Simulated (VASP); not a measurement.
# SnO (P1) in VASP: single point with PBEsol

Aim: the single point of SnO with PBEsol.

All numbers are computed with VASP 6.6.1; they aren't measurements. Logs are shortened: lines on timing, memory, paths and dates and some standing lists are left out, and cuts for length are marked.

### 1 The cell of the first run

The typed cell holds 4 atoms: a = 3.625 Å, b = 3.868 Å, c = 4.956 Å, α = 90.71°, β = 89.23°, γ = 90.32°.

### 2 Single point, PBEsol (atoms moved at random and the cell strained at random)

Input file INCAR:

```
PREC = Accurate
ENCUT = 520
EDIFF = 1E-6
ISMEAR = 0
SIGMA = 0.15
LREAL = False
LASPH = True
NELM = 60
ALGO = Fast
ISIF = 2
LWAVE = False
LCHARG = True
GGA = PS
LELF = True
LVHAR = True
NBANDS = 28
```

Input file KPOINTS:

```
Automatic mesh
0
Gamma
  12 12 10
```

Input file POSCAR:

```
SnO
1.0
    3.6250202467     -0.0102823112      0.0251025738
   -0.0102823112      3.8677165890     -0.0241836946
    0.0319295231     -0.0307607435      4.9562822151
Sn O
2 2
Direct
   -0.0323637125      0.5006153372      0.2437392640
    0.4900474225     -0.0066939082      0.7587846648
    0.0028003595      0.0129362523     -0.0267028128
    0.5395159305      0.4931423188      0.0241788840
```

Potentials or basis: VASP PAW PBE potentials, release 64 (Sn_d, O).

Command:

```bash
cat potpaw_PBE.64/Sn_d/POTCAR potpaw_PBE.64/O/POTCAR > POTCAR
mpirun -np 1 vasp_std > vasp.out
```

OUTCAR:

```text
PREC = Accurate
   ENCUT = 520
   EDIFF = 1E-6
   ISMEAR = 0
   LREAL = False
   LASPH = True
   NELM = 60
   ISIF = 2
   GGA = PS

 ion  position               nearest neighbor table
   1  0.968  0.501  0.244-   4 1.91   3 2.30   4 2.33   3 2.41   2 3.55   2 3.56   2 3.60   2 3.60
                             2 3.61   2 3.65   2 3.70
   2  0.490  0.993  0.759-   3 2.05   3 2.15   4 2.33   4 2.36   1 3.55   1 3.56   1 3.60   1 3.60
                             1 3.61   1 3.65   1 3.70
   3  0.003  0.013  0.973-   2 2.05   2 2.15   1 2.30   1 2.41
   4  0.540  0.493  0.024-   1 1.91   1 2.33   2 2.33   2 2.36

  LATTYP: Found a triclinic cell.
 ALAT       =     4.9564805168
 B/A-ratio  =     0.7313902942
 C/A-ratio  =     0.7803532868
 COS(alpha) =     0.0055379963
 COS(beta)  =     0.0124754604
 COS(gamma) =     0.0133837361

  Lattice vectors:

 A1 = (  -0.0319295231,   0.0307607435,  -4.9562822151)
 A2 = (  -3.6250202467,   0.0102823112,  -0.0251025738)
 A3 = (  -0.0102823112,   3.8677165890,  -0.0241836946)

Analysis of symmetry for initial positions (statically):
=====================================================================
 Subroutine PRICEL returns:
 Original cell was already a primitive cell.

 Routine SETGRP: Setting up the symmetry group for a
 triclinic supercell.

 Subroutine GETGRP returns: Found  1 space group operations
 (whereof  1 operations were pure point group operations)
 out of a pool of  2 trial point group operations.

The static configuration has the point symmetry C_1 .

Analysis of symmetry for dynamics (positions and initial velocities):
=====================================================================
 Subroutine PRICEL returns:
 Original cell was already a primitive cell.

 Routine SETGRP: Setting up the symmetry group for a
 triclinic supercell.

 Subroutine GETGRP returns: Found  1 space group operations
 (whereof  1 operations were pure point group operations)
 out of a pool of  2 trial point group operations.

The dynamic configuration has the point symmetry C_1 .

 Subroutine INISYM returns: Found  1 space group operations
 (whereof  1 operations are pure point group operations),
 and found     1 'primitive' translations

----------------------------------------------------------------------------------------

                                     Primitive cell

  volume of cell :      69.4835

[... 91 lines left out ...]
   NELM   =     60;   NELMIN=  2; NELMDL= -5     # of ELM steps
   EDIFF  = 0.1E-05   stopping-criterion for ELM
   LREAL  =      F    real-space projection
   EDIFFG = 0.1E-04   stopping-criterion for IOM
   NSW    =      0    number of steps for IOM
   IBRION =     -1    ionic relax: 0-MD 1-quasi-New 2-CG
   NFREE  =      0    steps in history (QN), initial steepest desc. (CG)
   ISIF   =      2    stress and relaxation
   ISYM   =      2    0-nonsym 1-usesym 2-fastsym
   POTIM  = 0.5000    time-step for ionic-motion
   TEBEG  =    0.0;   TEEND  =   0.0 temperature during run
   PSTRESS=    0.0 pullay stress
   NELECT =      40.0000    total number of electrons
   NUPDOWN=      -1.0000    fix difference up-down
   EMIN   =  10.00;   EMAX   =-10.00  energy-range for DOS
   EFERMI =   0.00;   METHOD = LEGACY
   ISMEAR =     0;   SIGMA  =   0.15  broadening in eV -4-tet -1-fermi 0-gaus
   EFERMI_NEDOS =   21; number of points for ismear=-14 and -15
   IALGO  =     68    algorithm
   IMIX   =      4    mixing-type and parameters
     AMIX     =   0.40;   BMIX     =  1.00
     AMIX_MAG =   1.60;   BMIX_MAG =  1.00
  volume/ion in A,a.u.               =      17.37       117.22
  Fermi-wavevector in a.u.,A,eV,Ry     =   1.361866  2.573553 25.234426  1.854678
  Thomas-Fermi vector in A             =   2.488405
   LORBIT       =      0    0 simple, 1 ext, 2 COOP (PROOUT), +10 PAW based schemes
   GGA     = PS    functional components
   LHFCALC =     F    Hartree Fock is set to
   AEXX    =    0.0000 exact exchange contribution
   IVDW    =     0    specifies the selected vdW correction
   LEPSILON=     F    determine dielectric tensor
   LRPA    =     F    only Hartree local field effects (RPA)
 non-spin polarized calculation
 RMM-DIIS sequential band-by-band and
 Gauss-broadening in eV      SIGMA  =   0.15
  energy-cutoff  :      520.00
  volume of cell :       69.48
 maximum number of plane-waves:      1894
   NGX = 13   NGY = 15   NGZ = 19

 number of electron      40.0000000 magnetization

 Free energy of the ion-electron system (eV)
  ---------------------------------------------------
  ext. energy  EPLUGINS =         0.00000000
  ---------------------------------------------------
  free energy    TOTEN  =       -23.56964954 eV

  energy without entropy =      -23.56709839  energy(sigma->0) =      -23.56837396

 E-fermi :   7.2671     XC(G=0): -10.5176

 val. band max:        7.2621828061   @ k =  -0.0833   0.0833  -0.0000
 cond. band min:       7.2846015672   @ k =   0.5000   0.4167   0.0000
 fundamental gap:      0.0224187612
 Fermi energy:         7.2671315772

 k-point     1 :       0.0000    0.0000    0.0000
  band No.  band energies     occupation
      1     -15.0237      2.00000
      2     -14.7014      2.00000
      3     -14.3999      2.00000
      4     -14.3957      2.00000
      5     -14.3433      2.00000
      6     -14.3250      2.00000
[... 733 lines left out ...]
     27      15.2675      0.00000
     28      15.4267      0.00000

 [... further k-points ...]

------------------------ aborting loop because EDIFF is reached ----------------------------------------

  FORCE on cell =-STRESS in cart. coord.  units (eV):
  Direction    XX          YY          ZZ          XY          YZ          ZX
  --------------------------------------------------------------------------------------
  -------------------------------------------------------------------------------------
  Total        6.6051160     -0.6312688      1.1300176     -0.0114090      0.2989214      2.0462248
  in kB      152.3033060    -14.5560379     26.0563812     -0.2630726      6.8926440     47.1826390
  external PRESSURE =      54.6012164 kB  Pullay stress =       0.0000000 kB

 VOLUME and BASIS-vectors are now :
 -----------------------------------------------------------------------------
  energy-cutoff  :      520.00
  volume of cell :       69.48
      direct lattice vectors                 reciprocal lattice vectors
     3.625020247 -0.010282311  0.025102574     0.275874853  0.000722328 -0.001772767
    -0.010282311  3.867716589 -0.024183695     0.000722328  0.258562410  0.001600092
     0.031929523 -0.030760743  4.956282215    -0.001393726  0.001257972  0.201780922

 POSITION                                       TOTAL-FORCE (eV/Angst)
 -----------------------------------------------------------------------------------
      3.51034      1.91879      1.22022         2.595456     -0.029457      1.333132
      1.79045      3.81345      3.74903         0.651183      0.043500     -0.381100
      0.04110      0.02007      4.82369         0.002741     -0.366446      1.340573
      1.95146      1.90104      0.12145        -3.249380      0.352403     -2.292604
 -----------------------------------------------------------------------------------
    total drift:                                0.000381      0.000251     -0.000152

  FREE ENERGIE OF THE ION-ELECTRON SYSTEM (eV)
  ---------------------------------------------------
  free  energy   TOTEN  =       -23.5696495372 eV

  energy  without entropy=      -23.5670983924  energy(sigma->0) =      -23.56837396
```

OSZICAR:

```text
N       E                     dE             d eps       ncg     rms          rms(c)
DAV:   1     0.415136499650E+03    0.41514E+03   -0.19769E+04 41908   0.218E+03
DAV:   2     0.356900604401E+02   -0.37945E+03   -0.36446E+03 41716   0.540E+02
DAV:   3    -0.241919303439E+02   -0.59882E+02   -0.58723E+02 46052   0.181E+02
DAV:   4    -0.270184244653E+02   -0.28265E+01   -0.28133E+01 46200   0.419E+01
DAV:   5    -0.270864599227E+02   -0.68035E-01   -0.68026E-01 43872   0.699E+00    0.114E+01
RMM:   6    -0.237308765357E+02    0.33556E+01   -0.93381E+00 51669   0.157E+01    0.439E+00
RMM:   7    -0.236058824747E+02    0.12499E+00   -0.67295E-01 53651   0.643E+00    0.247E+00
RMM:   8    -0.235807177573E+02    0.25165E-01   -0.22298E-01 54579   0.325E+00    0.770E-01
RMM:   9    -0.235688843038E+02    0.11833E-01   -0.29387E-02 57089   0.123E+00    0.275E-01
RMM:  10    -0.235695774208E+02   -0.69312E-03   -0.12965E-02 56995   0.685E-01    0.176E-01
RMM:  11    -0.235696005212E+02   -0.23100E-04   -0.23217E-03 54947   0.438E-01    0.351E-02
RMM:  12    -0.235696361399E+02   -0.35619E-04   -0.92007E-04 59246   0.229E-01    0.316E-02
RMM:  13    -0.235696467680E+02   -0.10628E-04   -0.19384E-04 62191   0.996E-02    0.199E-02
RMM:  14    -0.235696492747E+02   -0.25067E-05   -0.43219E-05 56389   0.381E-02    0.577E-03
RMM:  15    -0.235696495372E+02   -0.26251E-06   -0.62419E-06 42917   0.183E-02
   1 F= -.23569650E+02 E0= -.23568374E+02  d E =-.255114E-02
```

stdout:

```text
POSCAR found type information on POSCAR SnO
 POSCAR found :  2 types and       4 ions
 scaLAPACK will be used
 -----------------------------------------------------------------------------
|                                                                             |
|                                                                             |
|     You enforced a specific xc type in the INCAR file but a different       |
[... 29 lines left out ...]
WARNING in EDDRMM: call to ZHEGV failed, returncode =   8  4     26
WARNING in EDDRMM: call to ZHEGV failed, returncode =   6  3     25
WARNING in EDDRMM: call to ZHEGV failed, returncode =   8  4     25
WARNING in EDDRMM: call to ZHEGV failed, returncode =   8  4     25
WARNING in EDDRMM: call to ZHEGV failed, returncode =   6  3     24
WARNING in EDDRMM: call to ZHEGV failed, returncode =   6  3     26
WARNING in EDDRMM: call to ZHEGV failed, returncode =   6  3     23
```

Wall time 30 min (1 thread of Oxide Virtual Turin-like, shared host); peak memory 1 GiB.

What came out:

| Property | Result |
| --- | --- |
| Free energy | -23.5696 eV |
| Pressure | 5.5 GPa |
| Largest force | 3.992 eV/Å |
| Band gap on the k mesh | zero (bands 20 and 21 overlap by 0.26 eV) |

Forces in eV/Å, atoms in the order of the input:
```
Sn   2.595 -0.029  1.333
Sn   0.651  0.043 -0.381
O    0.003 -0.366  1.341
O   -3.249  0.352 -2.293
```

Stress tensor (GPa, compression positive):
```
15.23 -0.03  4.72
-0.03 -1.46  0.69
 4.72  0.69  2.61
```

Caveat: the cell differs from its parent crystal (atoms moved at random and the cell strained at random); the cell stands under pressure; semilocal functionals underestimate gaps, so a narrow gap can read as zero; the PAW data sets were made with another functional, which shifts forces and pressure a little; spin-orbit coupling is left out, which moves the levels of the heavy elements.
